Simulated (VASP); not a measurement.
# CdTe: single point with PBE

The system is CdTe.

```
Cd Te
1.0
     0.00000    3.33139    3.33139
     3.33139    0.00000    3.33139
     3.33139    3.33139    0.00000
Cd Te
1 1
Direct
  0.00000 0.00000 0.00000
  0.25000 0.25000 0.25000
```

```
Program                : VASP 6.6.1
Task                   : single point
Functional             : PBE
Potentials or basis    : VASP PAW PBE potentials, release 64 (Cd, Te)
Cutoff                 : 520 eV
k mesh                 : 10 × 10 × 10
Occupations            : gaussian, width 0.05 eV
Spin                   : non-collinear spin, zero start, spin-orbit coupling
Starting moments       : [[0.0, 0.0, 0.0], [0.0, 0.0, 0.0]] μB
Dipole correction      : no
Further INCAR settings : ALGO = Normal; EDIFF = 1e-06; NBANDS = 30
```

```yaml
Pressure: -0.5 GPa
Net_moment: 0.00 μB per cell
Valence_electrons_inside_the_program's_atomic_spheres: Cd 10.27; Te 3.39
```

Moments on the atoms (μB; x, y, z):
```
Cd  0.00 0.00 0.00
Te  0.00 0.00 0.00
```

It took 5.8 min on 1 thread of Intel(R) Xeon(R) Platinum 8259CL CPU @ 2.50GHz (Skylake/Cascade Lake) (shared host), peak memory 0.53 GiB.
